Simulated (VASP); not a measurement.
# Ga2GeTeSe (P4/mmm) in VASP: notebook

Ga2GeTeSe is run at these levels: PBE; tasks: relaxation of cell and atoms, single point.

All numbers are computed with VASP 6.6.1; they aren't measurements. Logs are shortened: lines on timing, memory, paths and dates and some standing lists are left out, and cuts for length are marked.

## Step 1: The cell of the first run

It takes space group P4/mmm (No. 123, tetragonal). The conventional cell has a = 4.961 Å, b = 4.961 Å, c = 4.816 Å, α = 90.00°, β = 90.00°, γ = 90.00°. Within 3.3 Å of Ga (site symmetry mmm) lie 2 Se at 2.48 Å. Within 3.2 Å of Ge (site symmetry 4/mmm) lie 2 Se at 2.41 Å. Te (site symmetry 4/mmm) has 8 Ga at 3.46 Å and 4 Ge at 3.51 Å and 8 Se at 4.25 Å within 4.5 Å. Within 3.2 Å of Se (site symmetry 4/mmm) lie 2 Ge at 2.41 Å and 4 Ga at 2.48 Å.

The cell was built from a structure type or drawn by symmetry, and may not be a known phase.

## Step 2: Relaxation of cell and atoms, PBE

Contents of INCAR:

```
SYSTEM = Ga2GeTeSe
ALGO = Normal
EDIFF = 1E-6
EDIFFG = -0.04
ENCUT = 600
GGA = PE
IBRION = 2
ISIF = 3
ISMEAR = 0
LASPH = .TRUE.
LCHARG = .FALSE.
LREAL = .FALSE.
LWAVE = .FALSE.
NELM = 100
NSW = 90
PREC = Accurate
SIGMA = 0.1
```

Contents of KPOINTS:

```
k-points
0
G
  4 4 4
  0 0 0
```

Contents of POSCAR:

```
Ga2GeTeSe
1.0
    4.9606153800      0.0000000000      0.0000000000
    0.0000000000      4.9606153800      0.0000000000
    0.0000000000      0.0000000000      4.8156199500
Ga Ge Te Se
2 1 1 1
Direct
    0.0000000000      0.5000000000      0.5000000000
    0.5000000000      0.0000000000      0.5000000000
    0.5000000000      0.5000000000      0.0000000000
    0.0000000000      0.0000000000      0.0000000000
    0.5000000000      0.5000000000      0.5000000000
```

Potentials or basis: VASP PAW PBE potentials, release 64 (Ga_d, Ge_d, Te, Se).

The run is started by

```bash
> cat potpaw_PBE.64/Ga_d/POTCAR potpaw_PBE.64/Ge_d/POTCAR potpaw_PBE.64/Te/POTCAR potpaw_PBE.64/Se/POTCAR > POTCAR
> mpirun -np 1 vasp_std > vasp.out
```

OUTCAR:

```text
SYSTEM = Ga2GeTeSe
   EDIFF = 1E-6
   EDIFFG = -0.04
   ENCUT = 600
   GGA = PE
   IBRION = 2
   ISIF = 3
   ISMEAR = 0
   LASPH = .TRUE.
   LREAL = .FALSE.
   NELM = 100
   NSW = 90
   PREC = Accurate

 ion  position               nearest neighbor table
   1  0.000  0.500  0.500-   5 2.48   5 2.48
   2  0.500  0.000  0.500-   5 2.48   5 2.48
   3  0.500  0.500  0.000-   5 2.41   5 2.41
   4  0.000  0.000  0.000-
   5  0.500  0.500  0.500-   3 2.41   3 2.41   1 2.48   2 2.48   2 2.48   1 2.48

  LATTYP: Found a simple tetragonal cell.
 ALAT       =     4.9606153800
 C/A-ratio  =     0.9707706768

  Lattice vectors:

 A1 = (   4.9606153800,   0.0000000000,   0.0000000000)
 A2 = (   0.0000000000,   4.9606153800,   0.0000000000)
 A3 = (   0.0000000000,   0.0000000000,   4.8156199500)

Analysis of symmetry for initial positions (statically):
=====================================================================
 Subroutine PRICEL returns:
 Original cell was already a primitive cell.

 Routine SETGRP: Setting up the symmetry group for a
 simple tetragonal supercell.

 Subroutine GETGRP returns: Found 16 space group operations
 (whereof 16 operations were pure point group operations)
 out of a pool of 16 trial point group operations.

The static configuration has the point symmetry D_4h.

Analysis of symmetry for dynamics (positions and initial velocities):
=====================================================================
 Subroutine PRICEL returns:
 Original cell was already a primitive cell.

 Routine SETGRP: Setting up the symmetry group for a
 simple tetragonal supercell.

 Subroutine GETGRP returns: Found 16 space group operations
 (whereof 16 operations were pure point group operations)
 out of a pool of 16 trial point group operations.

The dynamic configuration has the point symmetry D_4h.

 Subroutine INISYM returns: Found 16 space group operations
 (whereof 16 operations are pure point group operations),
 and found     1 'primitive' translations

----------------------------------------------------------------------------------------

                                     Primitive cell

  volume of cell :     118.5014

  direct lattice vectors                    reciprocal lattice vectors
     4.960615380  0.000000000  0.000000000     0.201587893  0.000000000  0.000000000
     0.000000000  4.960615380  0.000000000     0.000000000  0.201587893  0.000000000
     0.000000000  0.000000000  4.815619950     0.000000000  0.000000000  0.207657583

  length of vectors
     4.960615380  4.960615380  4.815619950     0.201587893  0.201587893  0.207657583

  position of ions in fractional coordinates (direct lattice)
     0.000000000  0.500000000  0.500000000
     0.500000000  0.000000000  0.500000000
     0.500000000  0.500000000  0.000000000
     0.000000000  0.000000000  0.000000000
     0.500000000  0.500000000  0.500000000

  ion indices of the primitive-cell ions
   primitive index   ion index
                 1           1
                 2           2
                 3           3
                 4           4
                 5           5

----------------------------------------------------------------------------------------

 KPOINTS: k-points

Automatic generation of k-mesh.
 Grid dimensions read from file:
 generate k-points for:    4    4    4

 Generating k-lattice:

  Cartesian coordinates                     Fractional coordinates (reciprocal lattice)
     0.050396973  0.000000000  0.000000000     0.250000000  0.000000000  0.000000000
     0.000000000  0.050396973  0.000000000     0.000000000  0.250000000  0.000000000
     0.000000000  0.000000000  0.051914396     0.000000000  0.000000000  0.250000000

  Length of vectors
     0.050396973  0.050396973  0.051914396

  Shift w.r.t. Gamma in fractional coordinates (k-lattice)
     0.000000000  0.000000000  0.000000000

 Subroutine IBZKPT returns following result:
 ===========================================

 Found     18 irreducible k-points:

 Following reciprocal coordinates:
            Coordinates               Weight
  0.000000  0.000000  0.000000      1.000000
  0.250000  0.000000  0.000000      4.000000
  0.500000  0.000000  0.000000      2.000000
  0.250000  0.250000  0.000000      4.000000
  0.500000  0.250000  0.000000      4.000000
  0.500000  0.500000  0.000000      1.000000
[... 10 lines left out ...]
  0.500000  0.250000  0.500000      4.000000
  0.500000  0.500000  0.500000      1.000000
   k-points           NKPTS =     18   k-points in BZ     NKDIM =     18   number of bands    NBANDS=     31
   number of dos      NEDOS =    301   number of ions     NIONS =      5
   total plane-waves  NPLWV =  64000
   dimension x,y,z NGX =    40 NGY =   40 NGZ =   40
   dimension x,y,z NGXF=    80 NGYF=   80 NGZF=   80
   ions per type =               2   1   1   1
   NGX,Y,Z   is equivalent  to a cutoff of  13.41, 13.41, 13.81 a.u.
   NGXF,Y,Z  is equivalent  to a cutoff of  26.81, 26.81, 27.62 a.u.
 SYSTEM =  Ga2GeTeSe
   PREC   = accura    normal or accurate (medium, high low for compatibility)
   ISTART =      0    job   : 0-new  1-cont  2-samecut
   ICHARG =      2    charge: 1-file 2-atom 10-const
   ISPIN  =      1    spin polarized calculation?
   LNONCOLLINEAR =      F non collinear calculations
   LSORBIT =      F    spin-orbit coupling
   LASPH  =      T    aspherical Exc in radial PAW
   ENCUT  =  600.0 eV  44.10 Ry    6.64 a.u.   9.91  9.91  9.62*2*pi/ulx,y,z
   NELM   =    100;   NELMIN=  2; NELMDL= -5     # of ELM steps
   EDIFF  = 0.1E-05   stopping-criterion for ELM
   LREAL  =      F    real-space projection
   EDIFFG = -.4E-01   stopping-criterion for IOM
   NSW    =     90    number of steps for IOM
   IBRION =      2    ionic relax: 0-MD 1-quasi-New 2-CG
   NFREE  =      1    steps in history (QN), initial steepest desc. (CG)
   ISIF   =      3    stress and relaxation
   ISYM   =      2    0-nonsym 1-usesym 2-fastsym
   POTIM  = 0.5000    time-step for ionic-motion
   TEBEG  =    0.0;   TEEND  =   0.0 temperature during run
   PSTRESS=    0.0 pullay stress
   NELECT =      52.0000    total number of electrons
   NUPDOWN=      -1.0000    fix difference up-down
   EMIN   =  10.00;   EMAX   =-10.00  energy-range for DOS
   EFERMI =   0.00;   METHOD = LEGACY
   ISMEAR =     0;   SIGMA  =   0.10  broadening in eV -4-tet -1-fermi 0-gaus
   EFERMI_NEDOS =   21; number of points for ismear=-14 and -15
   IALGO  =     38    algorithm
   IMIX   =      4    mixing-type and parameters
     AMIX     =   0.40;   BMIX     =  1.00
     AMIX_MAG =   1.60;   BMIX_MAG =  1.00
  volume/ion in A,a.u.               =      23.70       159.94
  Fermi-wavevector in a.u.,A,eV,Ry     =   1.244041  2.350897 21.056908  1.547639
  Thomas-Fermi vector in A             =   2.378326
   LORBIT       =      0    0 simple, 1 ext, 2 COOP (PROOUT), +10 PAW based schemes
   GGA     = PE    functional components
   LHFCALC =     F    Hartree Fock is set to
   AEXX    =    0.0000 exact exchange contribution
   IVDW    =     0    specifies the selected vdW correction
   LEPSILON=     F    determine dielectric tensor
   LRPA    =     F    only Hartree local field effects (RPA)
 conjugate gradient relaxation of ions
 non-spin polarized calculation
 Gauss-broadening in eV      SIGMA  =   0.10
  energy-cutoff  :      600.00
  volume of cell :      118.50
 maximum number of plane-waves:      3988
 NGX is ok and might be reduce to    40
   NGX = 19   NGY = 19   NGZ = 19

--------------------------------------- Ionic step        1  -------------------------------------------

 number of electron      51.9999986 magnetization

 Free energy of the ion-electron system (eV)
  ---------------------------------------------------
  ext. energy  EPLUGINS =         0.00000000
  ---------------------------------------------------
  free energy    TOTEN  =       -14.94865282 eV

  energy without entropy =      -14.93338350  energy(sigma->0) =      -14.94101816

 E-fermi :   5.7084     XC(G=0): -10.0254

 val. band max:        5.7037413654   @ k =   0.2500   0.0000   0.5000
 cond. band min:       5.7633446190   @ k =   0.5000   0.0000   0.5000
 fundamental gap:      0.0596032536
 Fermi energy:         5.7084314261

 k-point     1 :       0.0000    0.0000    0.0000
  band No.  band energies     occupation
      1     -19.6433      2.00000
      2     -19.5693      2.00000
      3     -19.5693      2.00000
      4     -19.5134      2.00000
      5     -19.5117      2.00000
      6     -10.9901      2.00000
[... 23 lines left out ...]
     30       9.9530      0.00000
     31      10.0090      0.00000

 k-point     2 :       0.2500    0.0000    0.0000
  band No.  band energies     occupation
      1     -19.6432      2.00000
      2     -19.5694      2.00000
      3     -19.5693      2.00000
      4     -19.5133      2.00000
      5     -19.5118      2.00000
      6     -10.8468      2.00000
[... 767 lines left out ...]
  FORCE on cell =-STRESS in cart. coord.  units (eV):
  Direction    XX          YY          ZZ          XY          YZ          ZX
  --------------------------------------------------------------------------------------
  -------------------------------------------------------------------------------------
  Total       -0.1697573     -0.1697573     -0.2531518      0.0000000      0.0000000      0.0000000
  in kB       -1.9258637     -1.9258637     -2.8719578      0.0000000      0.0000000      0.0000000
  external PRESSURE =      -2.2412284 kB  Pullay stress =       0.0000000 kB

 VOLUME and BASIS-vectors are now :
 -----------------------------------------------------------------------------
  energy-cutoff  :      600.00
  volume of cell :      141.23
      direct lattice vectors                 reciprocal lattice vectors
     5.105729968  0.000000000  0.000000000     0.195858380  0.000000000  0.000000000
     0.000000000  5.105729968 -0.000000000     0.000000000  0.195858380 -0.000000000
     0.000000000  0.000000000  5.417487555     0.000000000  0.000000000  0.184587411

 POSITION                                       TOTAL-FORCE (eV/Angst)
 -----------------------------------------------------------------------------------
      0.00000      2.55286      2.70874         0.000000     -0.000000      0.000000
      2.55286      0.00000      2.70874         0.000000      0.000000      0.000000
      2.55286      2.55286     -0.00000         0.000000     -0.000000      0.000000
      0.00000      0.00000     -0.00000         0.000000      0.000000      0.000000
      2.55286      2.55286      2.70874         0.000000      0.000000      0.000000
 -----------------------------------------------------------------------------------
    total drift:                               -0.000000     -0.000000     -0.000000

  FREE ENERGIE OF THE ION-ELECTRON SYSTEM (eV)
  ---------------------------------------------------
  free  energy   TOTEN  =       -15.6588797489 eV

  energy  without entropy=      -15.6404204138  energy(sigma->0) =      -15.64965008

--------------------------------------- Ionic step        7  -------------------------------------------

 number of electron      52.0000040 magnetization

 Free energy of the ion-electron system (eV)
  ---------------------------------------------------
  ext. energy  EPLUGINS =         0.00000000
  ---------------------------------------------------
  free energy    TOTEN  =       -15.65945973 eV

  energy without entropy =      -15.64092723  energy(sigma->0) =      -15.65019348

 E-fermi :   4.0817     XC(G=0):  -9.2574

 val. band max:        4.0742060522   @ k =   0.2500   0.2500   0.2500
 cond. band min:       4.1160311353   @ k =   0.5000   0.0000   0.0000
 fundamental gap:      0.0418250832
 Fermi energy:         4.0817495741

 k-point     1 :       0.0000    0.0000    0.0000
  band No.  band energies     occupation
      1     -21.2869      2.00000
      2     -21.2590      2.00000
      3     -21.2590      2.00000
      4     -21.2087      2.00000
      5     -21.2070      2.00000
      6     -11.8565      2.00000
[... 23 lines left out ...]
     30       7.6720      0.00000
     31       7.6720      0.00000

 k-point     2 :       0.2500    0.0000    0.0000
  band No.  band energies     occupation
      1     -21.2869      2.00000
      2     -21.2591      2.00000
      3     -21.2591      2.00000
      4     -21.2087      2.00000
      5     -21.2070      2.00000
      6     -11.7418      2.00000
[... 572 lines left out ...]
  FORCE on cell =-STRESS in cart. coord.  units (eV):
  Direction    XX          YY          ZZ          XY          YZ          ZX
  --------------------------------------------------------------------------------------
  -------------------------------------------------------------------------------------
  Total        0.0292296      0.0292296      0.0134042      0.0000000     -0.0000000      0.0000000
  in kB        0.3338067      0.3338067      0.1530781      0.0000000     -0.0000000      0.0000000
  external PRESSURE =       0.2735638 kB  Pullay stress =       0.0000000 kB

 VOLUME and BASIS-vectors are now :
 -----------------------------------------------------------------------------
  energy-cutoff  :      600.00
  volume of cell :      140.29
      direct lattice vectors                 reciprocal lattice vectors
     5.095991795  0.000000000  0.000000000     0.196232655  0.000000000  0.000000000
     0.000000000  5.095991795  0.000000000     0.000000000  0.196232655 -0.000000000
     0.000000000  0.000000000  5.402331071    -0.000000000 -0.000000000  0.185105279

 POSITION                                       TOTAL-FORCE (eV/Angst)
 -----------------------------------------------------------------------------------
      0.00000      2.54800      2.70117         0.000000     -0.000000      0.000000
      2.54800      0.00000      2.70117         0.000000      0.000000      0.000000
      2.54800      2.54800      5.40233         0.000000     -0.000000      0.000000
      0.00000      0.00000      0.00000         0.000000      0.000000      0.000000
      2.54800      2.54800      2.70117         0.000000      0.000000      0.000000
 -----------------------------------------------------------------------------------
    total drift:                               -0.000000      0.000000     -0.000000

  FREE ENERGIE OF THE ION-ELECTRON SYSTEM (eV)
  ---------------------------------------------------
  free  energy   TOTEN  =       -15.6594597256 eV

  energy  without entropy=      -15.6409272252  energy(sigma->0) =      -15.65019348

 reached required accuracy - stopping structural energy minimisation
```

It took 2.6 min on 1 thread of Intel Xeon 6975P-C (Granite Rapids), shared host; peak memory 0.3 GiB.

What came out:

```
Free energy                           : -15.6595 eV
Relaxed volume                        : 28.06 Å³/atom
Relaxed cell                          : a = 5.096 Å, b = 5.096 Å, c = 5.402 Å, α = 90.00°, β = 90.00°, γ = 90.00°
Space group after relaxing (to 0.1 Å) : P4/mmm (No. 123)
Energy gained by relaxing             : 142.2 meV/atom
Ionic steps                           : 7
Pressure after relaxing               : 0.0 GPa
Band gap on the k mesh                : zero (bands 26 and 27 overlap by 1.11 eV)
```

Step by step:
```csv
step,energy change (eV),largest force (eV/Å),pressure (GPa),volume (Å³)
1,0.0000,0.0000,7.80,118.50
2,-0.6639,0.0000,0.43,139.31
3,-0.6745,0.0000,-0.32,142.18
4,-0.6749,0.0000,-0.46,142.78
5,-0.7048,0.0000,-0.35,141.82
6,-0.7102,0.0000,-0.22,141.23
7,-0.7108,0.0000,0.03,140.29
```

Final structure:
```
CELL_PARAMETERS angstrom
5.09599 0.00000 0.00000
0.00000 5.09599 0.00000
0.00000 0.00000 5.40233
ATOMIC_POSITIONS crystal
Ga 0.00000 0.50000 0.50000
Ga 0.50000 0.00000 0.50000
Ge 0.50000 0.50000 0.00000
Te 0.00000 0.00000 0.00000
Se 0.50000 0.50000 0.50000
```

Caveat: the volume moved by over 15 % at a fixed basis, so the end points are rough; spin-orbit coupling is left out, which moves the levels of the heavy elements.

## Step 3: Single point, PBE

This run uses another cell than the first one, of 29.24 Å³/atom.

Contents of INCAR:

```
SYSTEM = Ga2GeTeSe
  ALGO = Normal
  EDIFF = 1E-6
  ENCUT = 520
  GGA = PE
  ISIF = 2
  ISMEAR = 0
  LASPH = .True.
  LCHARG = .False.
  LREAL = .False.
  LWAVE = .False.
  NBANDS = 34
  NELM = 80
  PREC = Accurate
  SIGMA = 0.1
```

Contents of KPOINTS:

```
k-points
0
Gamma
  8 8 8
  0 0 0
```

POSCAR, as its differences from that of step 2:

```diff
@@ -2,5 +2,5 @@
 1.0
-    4.9606153800      0.0000000000      0.0000000000
-    0.0000000000      4.9606153800      0.0000000000
-    0.0000000000      0.0000000000      4.8156199500
+    5.2631175547      0.0000000000      0.0000000000
+    0.0000000000      5.2631175547      0.0000000000
+    0.0000000000      0.0000000000      5.2775771151
 Ga Ge Te Se
```

Potentials or basis: VASP PAW PBE potentials, release 64 (Ga_d, Ge_d, Te, Se).

The run is started by

```bash
> cat potpaw_PBE.64/Ga_d/POTCAR potpaw_PBE.64/Ge_d/POTCAR potpaw_PBE.64/Te/POTCAR potpaw_PBE.64/Se/POTCAR > POTCAR
> mpirun -np 1 vasp_std > vasp.out
```

OUTCAR:

```text
SYSTEM = Ga2GeTeSe
   EDIFF = 1E-6
   ENCUT = 520
   GGA = PE
   ISIF = 2
   ISMEAR = 0
   LASPH = .True.
   LREAL = .False.
   NELM = 80
   PREC = Accurate

 ion  position               nearest neighbor table
   1  0.000  0.500  0.500-   5 2.63   5 2.63
   2  0.500  0.000  0.500-   5 2.63   5 2.63
   3  0.500  0.500  0.000-   5 2.64   5 2.64
   4  0.000  0.000  0.000-
[... 1093 lines left out ...]
  Direction    XX          YY          ZZ          XY          YZ          ZX
  --------------------------------------------------------------------------------------
  -------------------------------------------------------------------------------------
  Total        0.0443395      0.0443395      0.0098114      0.0000000     -0.0000000      0.0000000
  in kB        0.4859372      0.4859372      0.1075277      0.0000000     -0.0000000      0.0000000
  external PRESSURE =       0.3598007 kB  Pullay stress =       0.0000000 kB

 VOLUME and BASIS-vectors are now :
 -----------------------------------------------------------------------------
  energy-cutoff  :      520.00
  volume of cell :      146.19
      direct lattice vectors                 reciprocal lattice vectors
     5.263117555  0.000000000  0.000000000     0.190001456  0.000000000  0.000000000
     0.000000000  5.263117555  0.000000000     0.000000000  0.190001456  0.000000000
     0.000000000  0.000000000  5.277577115     0.000000000  0.000000000  0.189480888

 POSITION                                       TOTAL-FORCE (eV/Angst)
 -----------------------------------------------------------------------------------
      0.00000      2.63156      2.63879         0.000000      0.000000      0.000000
      2.63156      0.00000      2.63879         0.000000      0.000000      0.000000
      2.63156      2.63156      0.00000         0.000000      0.000000      0.000000
      0.00000      0.00000      0.00000         0.000000      0.000000      0.000000
      2.63156      2.63156      2.63879         0.000000      0.000000      0.000000
 -----------------------------------------------------------------------------------
    total drift:                               -0.000000     -0.000000     -0.000000

  FREE ENERGIE OF THE ION-ELECTRON SYSTEM (eV)
  ---------------------------------------------------
  free  energy   TOTEN  =       -15.5649484748 eV

  energy  without entropy=      -15.5595655558  energy(sigma->0) =      -15.56225702
```

stdout:

```text
POSCAR found type information on POSCAR GaGeTeSe
 POSCAR found :  4 types and       5 ions
 scaLAPACK will be used
 LDA part: xc-table for (Slater+PW92), standard interpolation
 POSCAR, INCAR and KPOINTS ok, starting setup
 FFT: planning ... GRIDC
 FFT: planning ... GRID_SOFT
 FFT: planning ... GRID
 WAVECAR not read
 entering main loop
```

Run time: 2 min. Hardware: 1 thread of Intel Xeon 6975P-C (Granite Rapids), shared host; peak memory 0.52 GiB.

Results:

* Free energy: -15.5649 eV
* Pressure: 0.0 GPa
* Band gap on the k mesh: zero (bands 26 and 27 overlap by 1.20 eV)

Caveat: spin-orbit coupling is left out, which moves the levels of the heavy elements.
